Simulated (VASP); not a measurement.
# BiTe (Fm-3m) in VASP: notebook

Aim: see how the results for BiTe move with the level of theory and the settings. Levels: LDA, PBEsol, PBE. Tasks: electric field gradients.

Everything below comes from runs of VASP 6.6.1. Logs are shortened: lines on timing, memory, paths and dates and some standing lists are left out, and cuts for length are marked.

## 1. The cell of the first run

It takes space group Fm-3m (No. 225, cubic). Conventional cell: a = 6.507 Å, b = 6.507 Å, c = 6.507 Å, α = 90.00°, β = 90.00°, γ = 90.00°. Within 4.3 Å of Bi (site symmetry m-3m) lie 6 Te at 3.25 Å. Te (site symmetry m-3m) has 6 Bi at 3.25 Å within 4.3 Å.

## 2. Electric field gradients, LDA

Contents of INCAR:

```
SYSTEM = BiTe
  PREC = Accurate
  ENCUT = 520
  EDIFF = 1E-8
  ISMEAR = -1
  SIGMA = 0.05
  LREAL = .FALSE.
  LASPH = .TRUE.
  NELM = 80
  ALGO = Normal
  ISIF = 2
  LWAVE = .FALSE.
  LCHARG = .FALSE.
  GGA = CA
  LEFG = .TRUE.
  NBANDS = 18
```

Contents of KPOINTS:

```
regular mesh
0
G
  10 10 10
  0 0 0
```

Contents of POSCAR:

```
BiTe
1.0
    0.0000000000      3.2533160000      3.2533160000
    3.2533160000      0.0000000000      3.2533160000
    3.2533160000      3.2533160000      0.0000000000
Bi Te
1 1
Direct
    0.0000000000      0.0000000000      0.0000000000
    0.5000000000      0.5000000000      0.5000000000
```

Potentials or basis: VASP PAW LDA potentials, release 64 (Bi_d, Te).

The run is started by

```sh
> cat potpaw_LDA.64/Bi_d/POTCAR potpaw_LDA.64/Te/POTCAR > POTCAR
> mpirun -np 1 vasp_std > vasp.out
```

OUTCAR:

```text
SYSTEM = BiTe
   PREC = Accurate
   ENCUT = 520
   EDIFF = 1E-8
   ISMEAR = -1
   LREAL = .FALSE.
   LASPH = .TRUE.
   NELM = 80
   ISIF = 2
   GGA = CA

 ion  position               nearest neighbor table
   1  0.000  0.000  0.000-   2 3.25   2 3.25   2 3.25   2 3.25   2 3.25   2 3.25
   2  0.500  0.500  0.500-   1 3.25   1 3.25   1 3.25   1 3.25   1 3.25   1 3.25

  LATTYP: Found a face centered cubic cell.
 ALAT       =     6.5066320000

  Lattice vectors:

 A1 = (   0.0000000000,   3.2533160000,   3.2533160000)
 A2 = (   3.2533160000,   0.0000000000,   3.2533160000)
 A3 = (   3.2533160000,   3.2533160000,   0.0000000000)

Analysis of symmetry for initial positions (statically):
=====================================================================
 Subroutine PRICEL returns:
 Original cell was already a primitive cell.

 Routine SETGRP: Setting up the symmetry group for a
 face centered cubic supercell.

 Subroutine GETGRP returns: Found 48 space group operations
 (whereof 48 operations were pure point group operations)
 out of a pool of 48 trial point group operations.

The static configuration has the point symmetry O_h .

Analysis of symmetry for dynamics (positions and initial velocities):
=====================================================================
 Subroutine PRICEL returns:
 Original cell was already a primitive cell.

 Routine SETGRP: Setting up the symmetry group for a
 face centered cubic supercell.

 Subroutine GETGRP returns: Found 48 space group operations
 (whereof 48 operations were pure point group operations)
 out of a pool of 48 trial point group operations.

The dynamic configuration has the point symmetry O_h .

 Subroutine INISYM returns: Found 48 space group operations
 (whereof 48 operations are pure point group operations),
 and found     1 'primitive' translations

----------------------------------------------------------------------------------------

                                     Primitive cell

  volume of cell :      68.8666

  direct lattice vectors                    reciprocal lattice vectors
     0.000000000  3.253316000  3.253316000    -0.153689343  0.153689343  0.153689343
     3.253316000  0.000000000  3.253316000     0.153689343 -0.153689343  0.153689343
     3.253316000  3.253316000  0.000000000     0.153689343  0.153689343 -0.153689343

  length of vectors
     4.600883610  4.600883610  4.600883610     0.266197751  0.266197751  0.266197751

  position of ions in fractional coordinates (direct lattice)
     0.000000000  0.000000000  0.000000000
     0.500000000  0.500000000  0.500000000

  ion indices of the primitive-cell ions
   primitive index   ion index
                 1           1
                 2           2

----------------------------------------------------------------------------------------

 KPOINTS: regular mesh

Automatic generation of k-mesh.
 Grid dimensions read from file:
 generate k-points for:   10   10   10

 Generating k-lattice:

  Cartesian coordinates                     Fractional coordinates (reciprocal lattice)
    -0.015368934  0.015368934  0.015368934     0.100000000  0.000000000  0.000000000
     0.015368934 -0.015368934  0.015368934     0.000000000  0.100000000  0.000000000
     0.015368934  0.015368934 -0.015368934     0.000000000  0.000000000  0.100000000

  Length of vectors
     0.026619775  0.026619775  0.026619775

  Shift w.r.t. Gamma in fractional coordinates (k-lattice)
     0.000000000  0.000000000  0.000000000

 Subroutine IBZKPT returns following result:
 ===========================================

 Found     47 irreducible k-points:

 Following reciprocal coordinates:
            Coordinates               Weight
  0.000000  0.000000  0.000000      1.000000
  0.100000  0.000000  0.000000      8.000000
  0.200000  0.000000  0.000000      8.000000
  0.300000  0.000000  0.000000      8.000000
  0.400000  0.000000  0.000000      8.000000
  0.500000  0.000000  0.000000      4.000000
[... 16 lines left out ...]
  0.300000  0.300000  0.000000      6.000000
  0.400000  0.300000  0.000000     24.000000
 [... further k-points ...]
   k-points           NKPTS =     47   k-points in BZ     NKDIM =     47   number of bands    NBANDS=     18
   number of dos      NEDOS =    301   number of ions     NIONS =      2
   total plane-waves  NPLWV =  46656
   dimension x,y,z NGX =    36 NGY =   36 NGZ =   36
   dimension x,y,z NGXF=    72 NGYF=   72 NGZF=   72
   ions per type =               1   1
   NGX,Y,Z   is equivalent  to a cutoff of  13.01, 13.01, 13.01 a.u.
   NGXF,Y,Z  is equivalent  to a cutoff of  26.02, 26.02, 26.02 a.u.
 SYSTEM =  BiTe
   PREC   = accura    normal or accurate (medium, high low for compatibility)
   ISTART =      0    job   : 0-new  1-cont  2-samecut
   ICHARG =      2    charge: 1-file 2-atom 10-const
   ISPIN  =      1    spin polarized calculation?
   LNONCOLLINEAR =      F non collinear calculations
   LSORBIT =      F    spin-orbit coupling
   LASPH  =      T    aspherical Exc in radial PAW
   ENCUT  =  520.0 eV  38.22 Ry    6.18 a.u.   8.55  8.55  8.55*2*pi/ulx,y,z
   NELM   =     80;   NELMIN=  2; NELMDL= -5     # of ELM steps
   EDIFF  = 0.1E-07   stopping-criterion for ELM
   LREAL  =      F    real-space projection
   EDIFFG = 0.1E-06   stopping-criterion for IOM
   NSW    =      0    number of steps for IOM
   IBRION =     -1    ionic relax: 0-MD 1-quasi-New 2-CG
   NFREE  =      0    steps in history (QN), initial steepest desc. (CG)
   ISIF   =      2    stress and relaxation
   ISYM   =      2    0-nonsym 1-usesym 2-fastsym
   POTIM  = 0.5000    time-step for ionic-motion
   TEBEG  =    0.0;   TEEND  =   0.0 temperature during run
   PSTRESS=    0.0 pullay stress
   NELECT =      21.0000    total number of electrons
   NUPDOWN=      -1.0000    fix difference up-down
   EMIN   =  10.00;   EMAX   =-10.00  energy-range for DOS
   EFERMI =   0.00;   METHOD = LEGACY
   ISMEAR =    -1;   SIGMA  =   0.05  broadening in eV -4-tet -1-fermi 0-gaus
   EFERMI_NEDOS =   21; number of points for ismear=-14 and -15
   IALGO  =     38    algorithm
   IMIX   =      4    mixing-type and parameters
     AMIX     =   0.40;   BMIX     =  1.00
     AMIX_MAG =   1.60;   BMIX_MAG =  1.00
  volume/ion in A,a.u.               =      34.43       232.37
  Fermi-wavevector in a.u.,A,eV,Ry     =   1.101907  2.082303 16.520186  1.214199
  Thomas-Fermi vector in A             =   2.238342
   LORBIT       =      0    0 simple, 1 ext, 2 COOP (PROOUT), +10 PAW based schemes
   GGA     = CA    functional components
   LHFCALC =     F    Hartree Fock is set to
   AEXX    =    0.0000 exact exchange contribution
   IVDW    =     0    specifies the selected vdW correction
   LEPSILON=     F    determine dielectric tensor
   LRPA    =     F    only Hartree local field effects (RPA)
 non-spin polarized calculation
  energy-cutoff  :      520.00
  volume of cell :       68.87
 maximum number of plane-waves:      1875
 NGX is ok and might be reduce to    36
   NGX = 17   NGY = 17   NGZ = 17

 number of electron      20.9999996 magnetization

 Free energy of the ion-electron system (eV)
  ---------------------------------------------------
  ext. energy  EPLUGINS =         0.00000000
  ---------------------------------------------------
  free energy    TOTEN  =        -8.47123875 eV

  energy without entropy =       -8.45906193  energy(sigma->0) =       -8.46515034

 E-fermi :   6.2059     XC(G=0):  -9.6024

 val. band max:        6.1964279178   @ k =   0.2000   0.2000   0.0000
 cond. band min:       6.2324287249   @ k =   0.5000   0.1000   0.0000
 fundamental gap:      0.0360008070
 Fermi energy:         6.2059198577

 k-point     1 :       0.0000    0.0000    0.0000
  band No.  band energies     occupation
      1     -16.8390      2.00000
      2     -16.8390      2.00000
      3     -16.8328      2.00000
      4     -16.8328      2.00000
      5     -16.8328      2.00000
      6      -7.1855      2.00000
[... 10 lines left out ...]
     17      12.2070      0.00000
     18      12.7686      0.00000

 k-point     2 :       0.1000    0.0000    0.0000
  band No.  band energies     occupation
      1     -16.8393      2.00000
      2     -16.8393      2.00000
      3     -16.8326      2.00000
      4     -16.8323      2.00000
      5     -16.8323      2.00000
      6      -7.0983      2.00000
[... 10 lines left out ...]
     17      12.8064      0.00000
     18      13.3978      0.00000

 k-point     3 :       0.2000    0.0000    0.0000
  band No.  band energies     occupation
      1     -16.8402      2.00000
      2     -16.8402      2.00000
      3     -16.8322      2.00000
      4     -16.8308      2.00000
      5     -16.8308      2.00000
      6      -6.8393      2.00000
[... 10 lines left out ...]
     17      14.1264      0.00000
     18      14.5998      0.00000

 k-point     4 :       0.3000    0.0000    0.0000
  band No.  band energies     occupation
      1     -16.8415      2.00000
      2     -16.8415      2.00000
      3     -16.8316      2.00000
      4     -16.8288      2.00000
      5     -16.8288      2.00000
      6      -6.4167      2.00000
[... 10 lines left out ...]
     17      15.3874      0.00000
     18      16.1316      0.00000

 k-point     5 :       0.4000    0.0000    0.0000
  band No.  band energies     occupation
      1     -16.8426      2.00000
      2     -16.8426      2.00000
      3     -16.8312      2.00000
      4     -16.8272      2.00000
      5     -16.8272      2.00000
      6      -5.8489      2.00000
[... 10 lines left out ...]
     17      15.0725      0.00000
     18      16.4982      0.00000

 k-point     6 :       0.5000    0.0000    0.0000
  band No.  band energies     occupation
      1     -16.8430      2.00000
      2     -16.8430      2.00000
      3     -16.8310      2.00000
      4     -16.8265      2.00000
      5     -16.8265      2.00000
      6      -5.2861      2.00000
[... 307 lines left out ...]
 k-point    21 :      -0.3000    0.2000    0.0000
  band No.  band energies     occupation
      1     -16.8430      2.00000
      2     -16.8418      2.00000
      3     -16.8300      2.00000
      4     -16.8278      2.00000
      5     -16.8276      2.00000
      6      -5.7987      2.00000
[... 10 lines left out ...]
     17      14.6340      0.00000
     18      15.6923      0.00000

 k-point    22 :      -0.2000    0.2000    0.0000
  band No.  band energies     occupation
      1     -16.8419      2.00000
      2     -16.8413      2.00000
      3     -16.8312      2.00000
      4     -16.8293      2.00000
      5     -16.8281      2.00000
      6      -6.2902      2.00000
[... 10 lines left out ...]
     17      14.1737      0.00000
     18      15.4592      0.00000

 k-point    23 :       0.3000    0.3000    0.0000
  band No.  band energies     occupation
      1     -16.8472      2.00000
      2     -16.8362      2.00000
      3     -16.8349      2.00000
      4     -16.8265      2.00000
      5     -16.8265      2.00000
      6      -6.2398      2.00000
[... 10 lines left out ...]
     17      14.2730      0.00000
     18      14.2730      0.00000

 k-point    24 :       0.4000    0.3000    0.0000
  band No.  band energies     occupation
      1     -16.8486      2.00000
      2     -16.8362      2.00000
      3     -16.8348      2.00000
      4     -16.8254      2.00000
      5     -16.8251      2.00000
      6      -5.9131      2.00000
[... 10 lines left out ...]
     17      15.1373      0.00000
     18      15.2209      0.00000

 [... further k-points ...]
[... 5 lines left out ...]
  --------------------------------------------------------------------------------------
  -------------------------------------------------------------------------------------
  Total       -1.4846764     -1.4846764     -1.4846764     -0.0000000     -0.0000000      0.0000000
  in kB      -34.5408993    -34.5408993    -34.5408993     -0.0000000     -0.0000000      0.0000000
  external PRESSURE =     -34.5408993 kB  Pullay stress =       0.0000000 kB

 VOLUME and BASIS-vectors are now :
 -----------------------------------------------------------------------------
  energy-cutoff  :      520.00
  volume of cell :       68.87
      direct lattice vectors                 reciprocal lattice vectors
     0.000000000  3.253316000  3.253316000    -0.153689343  0.153689343  0.153689343
     3.253316000  0.000000000  3.253316000     0.153689343 -0.153689343  0.153689343
     3.253316000  3.253316000  0.000000000     0.153689343  0.153689343 -0.153689343

 POSITION                                       TOTAL-FORCE (eV/Angst)
 -----------------------------------------------------------------------------------
      0.00000      0.00000      0.00000        -0.000000      0.000000     -0.000000
      3.25332      3.25332      3.25332         0.000000      0.000000      0.000000
 -----------------------------------------------------------------------------------
    total drift:                               -0.000000      0.000000      0.000000

  FREE ENERGIE OF THE ION-ELECTRON SYSTEM (eV)
  ---------------------------------------------------
  free  energy   TOTEN  =        -8.4712387472 eV

  energy  without entropy=       -8.4590619276  energy(sigma->0) =       -8.46515034

 Electric field gradients (V/A^2)
---------------------------------------------------------------------
 ion       V_xx      V_yy      V_zz      V_xy      V_xz      V_yz
---------------------------------------------------------------------
   1       0.000    -0.000    -0.000     0.001     0.001     0.001
   2      -0.000     0.000    -0.000    -0.000    -0.000    -0.000
---------------------------------------------------------------------

 Electric field gradients after diagonalization (V/A^2)
 (convention: |V_zz| > |V_xx| > |V_yy|)
----------------------------------------------------------------------
 ion       V_xx      V_yy      V_zz     asymmetry (V_yy - V_xx)/ V_zz
----------------------------------------------------------------------
   1      -0.001    -0.001     0.001       0.000
   2       0.000     0.000    -0.000       0.000
----------------------------------------------------------------------

           NMR quadrupolar parameters

 Cq : quadrupolar parameter    Cq=e*Q*V_zz/h
 eta: asymmetry parameters     (V_yy - V_xx)/ V_zz
 Q  : nuclear electric quadrupole moment in mb (millibarn)
----------------------------------------------------------------------
 ion       Cq(MHz)       eta       Q (mb)
----------------------------------------------------------------------
   1       0.000       0.000       1.000
   2      -0.000       0.000       1.000
----------------------------------------------------------------------
```

Run time: 40 s. Hardware: 1 thread of Intel Xeon 6975P-C, shared host; peak memory 0.21 GiB.

Results:

- Free energy: -8.4712 eV
- Pressure: -3.5 GPa

Levels at points of the mesh, in eV from the Fermi level:
```tsv
k point	band 6	band 7	band 8	band 9	band 10	band 11	band 12	band 13	band 14	band 15
(0.00, 0.00, 0.00)	-13.39	-8.21	-2.46	-2.46	-2.46	2.11	2.11	2.11	4.73	4.73
(0.50, 0.00, 0.00)	-11.49	-11.18	-1.83	-1.83	-1.56	-0.84	-0.59	-0.59	7.26	7.71
(0.50, 0.50, 0.00)	-11.69	-9.95	-5.51	-3.89	-3.89	2.32	3.49	3.49	4.80	8.67
```

Caveat: without QUAD_EFG the Cq values of the log hold for a quadrupole moment of 1 mb, not for the nuclei; spin-orbit coupling is left out, which moves the levels of the heavy elements.

## 3. Electric field gradients, PBEsol

Contents of INCAR:

```
ALGO = Normal ; EDIFF = 1E-8
ENCUT = 520 ; GGA = PS
ISIF = 2 ; ISMEAR = -1
LASPH = True ; LCHARG = False
LEFG = True ; LREAL = False
LWAVE = False ; NBANDS = 18
NELM = 100 ; PREC = Accurate
SIGMA = 0.05
```

Contents of KPOINTS:

```
k-points
0
Gamma
  10 10 10
```

POSCAR is that of step 2.

Potentials or basis: VASP PAW PBE potentials, release 64 (Bi_d, Te).

The run is started by

```sh
> cat potpaw_PBE.64/Bi_d/POTCAR potpaw_PBE.64/Te/POTCAR > POTCAR
> mpirun -np 1 vasp_std > vasp.out
```

OUTCAR:

```text
EDIFF = 1E-8
   ENCUT = 520
   GGA = PS
   ISIF = 2
   ISMEAR = -1
   LASPH = True
   LREAL = False
   NELM = 100
   PREC = Accurate

 ion  position               nearest neighbor table
   1  0.000  0.000  0.000-   2 3.25   2 3.25   2 3.25   2 3.25   2 3.25   2 3.25
   2  0.500  0.500  0.500-   1 3.25   1 3.25   1 3.25   1 3.25   1 3.25   1 3.25

  LATTYP: Found a face centered cubic cell.
 ALAT       =     6.5066320000

  Lattice vectors:

 A1 = (   0.0000000000,   3.2533160000,   3.2533160000)
 A2 = (   3.2533160000,   0.0000000000,   3.2533160000)
 A3 = (   3.2533160000,   3.2533160000,   0.0000000000)

Analysis of symmetry for initial positions (statically):
[... 714 lines left out ...]
  free  energy   TOTEN  =        -7.9653638456 eV

  energy  without entropy=       -7.9531390864  energy(sigma->0) =       -7.95925147

 Electric field gradients (V/A^2)
---------------------------------------------------------------------
 ion       V_xx      V_yy      V_zz      V_xy      V_xz      V_yz
---------------------------------------------------------------------
   1      -0.000     0.000     0.000     0.001     0.001     0.001
   2      -0.000    -0.000     0.000    -0.000    -0.000    -0.000
---------------------------------------------------------------------

 Electric field gradients after diagonalization (V/A^2)
 (convention: |V_zz| > |V_xx| > |V_yy|)
----------------------------------------------------------------------
 ion       V_xx      V_yy      V_zz     asymmetry (V_yy - V_xx)/ V_zz
----------------------------------------------------------------------
   1      -0.001    -0.001     0.001       0.000
   2       0.000     0.000    -0.000       0.000
----------------------------------------------------------------------

           NMR quadrupolar parameters

 Cq : quadrupolar parameter    Cq=e*Q*V_zz/h
 eta: asymmetry parameters     (V_yy - V_xx)/ V_zz
 Q  : nuclear electric quadrupole moment in mb (millibarn)
----------------------------------------------------------------------
 ion       Cq(MHz)       eta       Q (mb)
----------------------------------------------------------------------
   1       0.000       0.000       1.000
   2      -0.000       0.000       1.000
----------------------------------------------------------------------
```

Wall time 42 s (1 thread of Intel Xeon 6975P-C, shared host); peak memory 0.24 GiB.

Results:

```
Free energy : -7.9654 eV
Pressure    : -2.5 GPa
```

Levels at points of the mesh, in eV from the Fermi level:
```
           k point  band 7  band 8  band 9  band 10  band 11  band 12  band 13  band 14
(0.00, 0.00, 0.00)   -8.19   -2.47   -2.47    -2.47     2.13     2.13     2.13     4.68
(0.50, 0.00, 0.00)  -11.19   -1.85   -1.85    -1.59    -0.84    -0.59    -0.59     7.22
(0.50, 0.50, 0.00)   -9.94   -5.54   -3.92    -3.92     2.25     3.53     3.53     4.85
```

Caveat: without QUAD_EFG the Cq values of the log hold for a quadrupole moment of 1 mb, not for the nuclei; the PAW data sets were made with another functional, which shifts forces and pressure a little; spin-orbit coupling is left out, which moves the levels of the heavy elements.

[end of part 1 of 2]
